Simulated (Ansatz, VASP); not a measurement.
**Two plane-wave programs on CuO**

The input INCAR:

```
SYSTEM = CuO
PREC     = Accurate       ! precision mode
ENCUT    = 520            ! plane-wave cutoff, eV
EDIFF    = 1E-8           ! SCF threshold, eV
ISMEAR   = 0              ! smearing method
SIGMA    = 0.05           ! smearing width, eV
LREAL    = .False.        ! projectors in reciprocal space
LASPH    = .True.         ! aspherical terms in the spheres
NELM     = 60             ! most SCF steps
ALGO     = Normal         ! electronic algorithm
ISIF     = 2              ! what is computed and relaxed
LWAVE    = .False.        ! write WAVECAR
LCHARG   = .False.        ! write CHGCAR
GGA      = PE             ! functional
LEFG     = .True.       
NBANDS   = 25             ! bands
```

File KPOINTS:

```
Automatic mesh
0
Gamma
  12 12 8
  0 0 0
```

Contents of POSCAR:

```
CuO
1.0
    2.0810493988     -2.0822846806      0.1631489771
    2.0810493988      2.0822846806      0.1631489771
   -0.4029988459      0.0000000000      5.1360284818
Cu O
2 2
Direct
    0.0000000000      0.5000000000      0.0000000000
    0.5000000000      0.0000000000      0.5000000000
    0.5000131488      0.4999868512      0.2500000000
    0.4999868512      0.5000131488      0.7500000000
```

Input for Ansatz:

```yaml
crystal:
  lattice:
    - [2.0810493988, -2.0822846806, 0.1631489771]
    - [2.0810493988, 2.0822846806, 0.1631489771]
    - [-0.4029988459, 0.0, 5.1360284818]
  atoms:
    - { symbol: Cu, position: [0.0, 0.5, 0.0] }
    - { symbol: Cu, position: [0.5, 0.0, 0.5] }
    - { symbol: O, position: [0.5000131488, 0.4999868512, 0.25] }
    - { symbol: O, position: [0.4999868512, 0.5000131488, 0.75] }
basis:
  ecutwfc: 420
  ecutrho_ratio: 4
kpoints:
  mp_grid: { grid: [12, 12, 8] }
hamiltonian:
  xc: pbe
scf:
  occupations: { method: gaussian, width: 0.05 }
output:
  forces: true
  stress: true
  eigenvalues: true
  efg:
    contact_densities: true
    quadrupole_moments_barn: { O: -0.02558, Cu: -0.22 }
```

Alike in both runs: task electric field gradients; functional PBE; k mesh 12 × 12 × 8; occupations gaussian, width 0.05 eV; no spin polarisation.

|  | VASP | Ansatz |
| --- | --- | --- |
| version | VASP 6.6.1 | Ansatz 0.2.0 |
| potentials or method | VASP PAW PBE potentials, release 64 (Cu, O), cutoff 520 eV | scalar-relativistic, plane waves, PAW |
| valence electrons in the cell | 34 | 50 |

```csv
,VASP,Ansatz,Ansatz less VASP
gap on the k mesh at the Fermi level (eV),none,none,-
pressure (GPa),0.7,0.0,-0.68
"traceless stress, the component that is largest in VASP (GPa)",0.26,0.00,-0.259
size of Vzz on the site where it differs most (V/Å²),4.9,6.3,+1.43
```

A gap of «none» marks a metal or a gap that the smearing closes. VASP's potentials hold 34 valence electrons a cell and Ansatz's 50, so a difference there can come from the potentials and not from the codes.
